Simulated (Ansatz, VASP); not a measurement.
One calculation of ZnSiP2, two programs

```
Zn P Si
1.0
    -2.63186    2.63186    5.12327
     2.63186   -2.63186    5.12327
     2.63186    2.63186   -5.12327
Zn P Si
2 4 2
Direct
  0.75000 0.25000 0.50000
  0.00000 0.00000 0.00000
  0.14230 0.62500 0.01730
  0.60770 0.12500 0.98270
  0.87500 0.85770 0.48270
  0.37500 0.39230 0.51730
  0.25000 0.75000 0.50000
  0.50000 0.50000 0.00000
```

Alike in both runs: task single point; functional PBEsol; k mesh 7 × 7 × 7; occupations fermi-dirac, width 0.05 eV; no spin polarisation.

|  | VASP | Ansatz |
| --- | --- | --- |
| version | VASP 6.6.1 | Ansatz 0.2.0 |
| potentials or method | VASP PAW PBE potentials, release 64 (Zn, P, Si) | Ansatz PAW |
| plane-wave cutoff (eV) | 500 | 420 |
| valence electrons in the cell | 52 | 52 |

VASP gave:

- gap on the k mesh at the Fermi level (eV): 1.06
- least direct gap on the mesh (eV): 1.06
- pressure (GPa): 5.9
- rms of the force components (eV/Å): 0.125

Task: What did Ansatz give for the same quantities?

Result: gap on the k mesh at the Fermi level (eV): 1.06; least direct gap on the mesh (eV): 1.06; pressure (GPa): 5.8; rms of the force components (eV/Å): 0.133.

VASP's potentials were made for PBE, not for PBEsol. Atom by atom the forces differ by 0.007 eV/Å (rms over components).

Noted on Ansatz's run: odd divisions of the mesh miss points on the zone boundary, where band edges often lie, so the gap on the mesh can be too wide.
